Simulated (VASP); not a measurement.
**EuS: relaxation of cell and atoms with PBEsol**

EuS:

```
Eu S
1.0
     0.00000    2.97850    2.97850
     2.97850    0.00000    2.97850
     2.97850    2.97850    0.00000
Eu S
1 1
Direct
  0.00000 0.00000 0.00000
  0.50000 0.50000 0.50000
```

```
Program                : VASP 6.6.1
Task                   : relaxation of cell and atoms
Functional             : PBEsol
Potentials or basis    : VASP PAW PBE potentials, release 64 (Eu, S)
Cutoff                 : 600 eV
k mesh                 : 8 × 8 × 8
Occupations            : fermi-dirac, width 0.05 eV
Spin                   : collinear spin, ferromagnetic start
Starting moments       : [7.0, 0.0] μB
Dipole correction      : no
Further INCAR settings : ALGO = Normal; EDIFF = 1e-07; IBRION = 2; EDIFFG = -0.01; NSW = 60; ISIF = 3
```

| Property | Result |
| --- | --- |
| Relaxed volume | 23.36 Å³/atom |
| Relaxed cell | a = 4.043 Å, b = 4.043 Å, c = 4.043 Å, α = 60.00°, β = 60.00°, γ = 60.00° |
| Space group after relaxing (to 0.1 Å) | Fm-3m (No. 225) |
| Energy gained by relaxing | 60.9 meV/atom |
| Ionic steps | 3 |
| Pressure after relaxing | 0.0 GPa |
| Net moment | -6.90 μB per cell |
| Site moments | Eu -6.53; S +0.08 μB |
| Valence electrons inside the program's atomic spheres | Eu 14.74; S 3.75 |

The path:
| step | energy change (eV) | largest force (eV/Å) | pressure (GPa) | volume (Å³) |
| --- | --- | --- | --- | --- |
| 1 | 0.0000 | 0.0000 | -5.73 | 52.85 |
| 2 | -0.1192 | 0.0000 | 1.06 | 45.95 |
| 3 | -0.1217 | 0.0000 | 0.01 | 46.72 |

Final structure:
```cif
data_structure
_symmetry_space_group_name_H-M 'P 1'
_symmetry_Int_Tables_number 1
_cell_length_a 4.0426
_cell_length_b 4.0426
_cell_length_c 4.0426
_cell_angle_alpha 60.000
_cell_angle_beta 60.000
_cell_angle_gamma 60.000
_cell_volume 46.72
loop_
_atom_site_label
_atom_site_type_symbol
_atom_site_fract_x
_atom_site_fract_y
_atom_site_fract_z
_atom_site_occupancy
Eu1 Eu 0.00000 0.00000 0.00000 1
S1 S 0.50000 0.50000 0.50000 1
```

Levels at points of the mesh, in eV from the Fermi level:
Spin up:
```tsv
k point	band 6	band 7	band 8	band 9	band 10	band 11
(0.00, 0.00, 0.00)	-2.54	-2.54	-2.54	1.71	1.71	1.71
(0.50, 0.00, 0.00)	-5.47	-3.95	-3.95	2.85	3.91	3.91
(0.50, 0.50, 0.00)	-3.65	-2.86	-2.86	-0.53	4.10	4.12
```
Spin down:
| k point | band 12 | band 13 | band 14 | band 15 | band 16 | band 17 | band 18 | band 19 |
| --- | --- | --- | --- | --- | --- | --- | --- | --- |
| (0.00, 0.00, 0.00) | -0.27 | 0.17 | 0.17 | 0.17 | 0.95 | 0.95 | 0.95 | 1.48 |
| (0.50, 0.00, 0.00) | -0.33 | -0.33 | -0.28 | -0.27 | 3.28 | 3.63 | 4.01 | 4.01 |
| (0.50, 0.50, 0.00) | -0.35 | -0.35 | -0.29 | -0.04 | -0.04 | 3.26 | 3.90 | 5.21 |

It took 7.7 min on 1 thread of Intel(R) Xeon(R) Platinum 8259CL CPU @ 2.50GHz (Skylake/Cascade Lake), with other jobs on the host, peak memory 0.29 GiB.

Caveat: the PAW data sets were made with another functional, which shifts forces and pressure a little; spin-orbit coupling is left out, which moves the levels of the heavy elements; a cell with one magnetic atom can't hold antiferromagnetic order, which such compounds often take; semilocal functionals describe open f shells poorly, which spoils levels, moments and volumes. With open d or f shells a metallic result of PBEsol can be an artefact of self-interaction; +U or a hybrid may open a gap.
